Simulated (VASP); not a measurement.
SH2: single point with PBE+D3(BJ)

System: SH2, in a box.

```xyz
3
Lattice="12.3256 0.0000 0.0000 0.0000 12.8256 0.0000 0.0000 0.0000 13.3256" Properties=species:S:1:pos:R:3 pbc="T T T"
S     6.5260    6.5546    6.1229
H     6.3630    5.5315    6.9889
H     5.7480    7.3657    6.8735
```

- Program: VASP 6.6.1
- Task: single point
- Functional: PBE
- Dispersion: D3(BJ)
- Potentials or basis: VASP PAW PBE potentials, release 64 (S, H_h)
- Cutoff: 1000 eV
- k mesh: 1 × 1 × 1
- Occupations: gaussian, width 0.005 eV
- Spin: no spin polarisation
- Dipole correction: no
- Further INCAR settings: ALGO = Normal; EDIFF = 1e-06; NBANDS = 11; NELMDL = -8

The largest force is 0.091 eV/Å, the gap between the frontier levels is 5.37 eV and the dispersion energy per atom is -0.007 eV.

Forces on the atoms (eV/Å):
```
S   -0.050  0.009  0.075
H    0.005  0.041 -0.032
H    0.045 -0.050 -0.043
```

Levels at points of the mesh, in eV from the valence-band top:
| k point | band 1 | band 2 | band 3 | band 4 | band 5 | band 6 | band 7 | band 8 | band 9 |
| --- | --- | --- | --- | --- | --- | --- | --- | --- | --- |
| (0.00, 0.00, 0.00) | -12.21 | -4.63 | -2.82 | 0.00 | 5.37 | 5.62 | 6.46 | 6.78 | 6.80 |

It took 10 min on 1 thread of AMD EPYC 7571, with other jobs on the host, peak memory 3.5 GiB.
